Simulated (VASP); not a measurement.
Crystal: Ti3Si2.

```
CELL_PARAMETERS angstrom
6.79468 0.00000 0.00000
-3.39734 5.88436 0.00000
0.00000 0.00000 4.24274
ATOMIC_POSITIONS crystal
Ti 0.92129 0.61656 0.75000
Ti 0.07871 0.38344 0.25000
Ti 0.69527 0.07871 0.75000
Ti 0.30473 0.92129 0.25000
Ti 0.38344 0.30473 0.75000
Ti 0.61656 0.69527 0.25000
Si 0.33333 0.66667 0.75000
Si 0.66667 0.33333 0.25000
Si 0.00000 0.00000 0.00000
Si 0.00000 0.00000 0.50000
```

The cell was built from a structure type or drawn by symmetry, and may not be a known phase.

```yaml
Program: VASP 6.6.1
Task: relaxation of cell and atoms
Functional: PBE
Potentials_or_basis: VASP PAW PBE potentials, release 64 (Ti_sv, Si)
Cutoff: 600 eV
k_mesh: 3 × 3 × 4
Occupations: gaussian, width 0.1 eV
Spin: no spin polarisation
```

At the start: pressure -2.4 GPa; volume 16.96 Å³/atom.

**Question.** How do energy, volume and symmetry change on relaxing?

**Answer.** Over 11 steps the energy falls by 67.7 meV/atom and the volume is 16.32 Å³/atom (-3.8 %); space group P6_3/m (No. 176, to 0.1 Å) before and after.

The path:
| step | energy change (eV) | largest force (eV/Å) | pressure (GPa) | volume (Å³) |
| --- | --- | --- | --- | --- |
| 1 | 0.0000 | 0.7583 | -2.44 | 169.63 |
| 2 | -0.3552 | 0.7750 | 1.48 | 163.27 |
| 3 | -0.3982 | 0.8248 | 3.53 | 160.43 |
| 4 | -0.6076 | 0.4130 | -0.48 | 164.24 |
| 5 | -0.6237 | 0.3257 | -1.30 | 165.21 |
| 6 | -0.6533 | 0.1862 | 0.16 | 163.07 |
| 7 | -0.6659 | 0.1851 | 0.31 | 162.92 |
| 8 | -0.6743 | 0.0954 | -0.08 | 163.49 |
| 9 | -0.6758 | 0.0478 | -0.33 | 163.81 |
| 10 | -0.6767 | 0.0003 | 0.28 | 163.04 |
| 11 | -0.6768 | 0.0176 | 0.09 | 163.25 |

Final structure:
```xyz
10
Lattice="6.5254 0.0000 0.0000 -3.2627 5.6512 0.0000 0.0000 0.0000 4.4269" Properties=species:S:1:pos:R:3 pbc="T T T"
Ti    3.9083    3.3733    3.3202
Ti   -0.6456    2.2779    1.1067
Ti    4.2299    0.5799    3.3202
Ti   -0.9672    5.0713    1.1067
Ti    1.6499    1.6980    3.3202
Ti    1.6128    3.9532    1.1067
Si    0.0000    3.7675    3.3202
Si    3.2627    1.8837    1.1067
Si    0.0000    0.0000    0.0000
Si    0.0000    0.0000    2.2135
```

Caveat: the k points lie up to 0.37 Å⁻¹ apart in the final cell.
